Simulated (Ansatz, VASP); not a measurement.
# TaN: VASP beside Ansatz

```
Ta N
1.0
     3.22504    0.00000    0.00000
     0.00000    4.41323    0.00000
     0.00000    0.00000    3.07625
Ta N
2 2
Direct
  0.50000 0.50000 0.70731
  0.00000 0.00000 0.29269
  0.00000 0.50000 0.21501
  0.50000 0.00000 0.78499
```

Change from the starting cell: species swapped into the CrN type (Pmmn, No. 59).

Alike in both runs: task relaxation of cell and atoms; functional PBE; k mesh 6 × 4 × 6; occupations gaussian, width 0.1 eV; no spin polarisation.

|  | VASP | Ansatz |
| --- | --- | --- |
| version | VASP 6.6.1 | Ansatz 0.2.0 |
| potentials or method | VASP PAW PBE potentials, release 64 (Ta_pv, N), cutoff 600 eV | scalar-relativistic, plane waves, PAW |
| valence electrons in the cell | 32 | 36 |

Ansatz gave:

- gap on the k mesh at the Fermi level, each at its own relaxed structure (eV): none
- relaxed volume (Å³/atom): 10.82
- relaxed cell length with the largest relative difference (Å): 3.057

Question: Estimate VASP's values.

Answer: gap on the k mesh at the Fermi level, each at its own relaxed structure (eV): none; relaxed volume (Å³/atom): 10.84; relaxed cell length with the largest relative difference (Å): 3.062.

A gap of «none» marks a metal or a gap that the smearing closes. VASP's potentials hold 32 valence electrons a cell and Ansatz's 36, so a difference there can come from the potentials and not from the codes.

Neither program's run includes spin-orbit coupling.
